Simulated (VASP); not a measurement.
**CuO: single point with PBEsol**

The system is CuO.

```
CELL_PARAMETERS angstrom
2.90279 0.01283 -0.03408
0.05222 2.84489 0.00261
-0.04356 0.02263 5.27315
ATOMIC_POSITIONS crystal
Cu 0.51070 0.00534 0.49840
Cu 0.05379 0.47809 0.99029
O 0.95681 0.97912 0.24962
O 0.02539 0.00127 0.76859
```

```yaml
Program: VASP 6.6.1
Task: single point
Functional: PBEsol
Potentials_or_basis: VASP PAW PBE potentials, release 64 (Cu, O)
Cutoff: 520 eV
k_mesh: 8 × 8 × 4
Occupations: gaussian, width 0.1 eV
Spin: no spin polarisation
```

| Item | Value |
| --- | --- |
| Pressure | -2.7 GPa |
| Largest force | 2.194 eV/Å |
| Band gap on the k mesh | zero (bands 17 and 18 overlap by 0.82 eV) |

Forces in eV/Å, atoms in the order of the input:
```
Cu  -0.724 -0.194  0.496
Cu  -0.829  0.855  1.842
O    1.180  0.034 -0.332
O    0.373 -0.695 -2.006
```

Stress tensor (GPa, compression positive):
```
-5.01  0.11 -1.41
 0.11  3.55  2.70
-1.41  2.70 -6.63
```

Levels at points of the mesh, in eV from the Fermi level:
```
           k point  band 15  band 16  band 17  band 18  band 19  band 20
(0.00, 0.00, 0.00)    -2.05    -1.92     0.47     0.82     1.43     6.16
(0.50, 0.00, 0.00)    -1.58    -1.30     0.23     0.64     3.64     5.82
(0.00, 0.50, 0.00)    -1.44    -1.20    -0.06     0.59     3.35     6.35
(0.50, 0.50, 0.00)    -1.59    -1.21    -0.94     1.13     2.39     7.08
(0.00, 0.00, 0.50)    -1.34    -1.27    -0.02     0.36     3.42     3.65
(0.50, 0.00, 0.50)    -1.80    -1.75    -0.12     0.83     4.58     5.45
(0.00, 0.50, 0.50)    -1.97    -1.66    -0.08     0.55     4.01     6.32
(0.50, 0.50, 0.50)    -1.41    -1.19    -0.52    -0.30     3.96     4.22
```

Run time: 2 min on 1 thread of Intel(R) Xeon(R) Platinum 8488C (Sapphire Rapids) (shared host), peak memory 0.24 GiB.

Caveat: the PAW data sets were made with another functional, which shifts forces and pressure a little; semilocal functionals often make such compounds metallic where correlation or magnetic order opens a gap, which also shifts bond lengths. With open d or f shells a metallic result of PBEsol can be an artefact of self-interaction; +U or a hybrid may open a gap.
